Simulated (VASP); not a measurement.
Input of a VASP 6.6.1 run:

File INCAR:

```
PREC = Accurate
ENCUT = 500
EDIFF = 1E-6
ISMEAR = 0
SIGMA = 0.1
LREAL = F
LASPH = T
NELM = 120
ALGO = Normal
ISIF = 2
LWAVE = F
LCHARG = T
GGA = CA
LELF = T
LVHAR = T
NBANDS = 12
GGA_COMPAT = F
```

The input KPOINTS:

```
regular mesh
0
Gamma
  8 8 8
```

File POSCAR:

```
Cd
1.0
    0.0000000000      2.0260463383      2.0260463383
    2.0260463383      0.0000000000      2.0260463383
    2.0260463383      2.0260463383      0.0000000000
Cd
1
Direct
    0.0000000000      0.0000000000      0.0000000000
```

Potentials or basis: VASP PAW LDA potentials, release 64 (Cd).

Run with:

```console
$ cat potpaw_LDA.64/Cd/POTCAR > POTCAR
$ mpirun -np 1 vasp_std > vasp.out
```

Q: What does it give for the band gap on the k mesh?

A: Zero (bands 6 and 7 overlap by 3.08 eV).

Q: Predict the pressure.

A: 21.6 GPa.

Caveat: the cell stands under pressure.
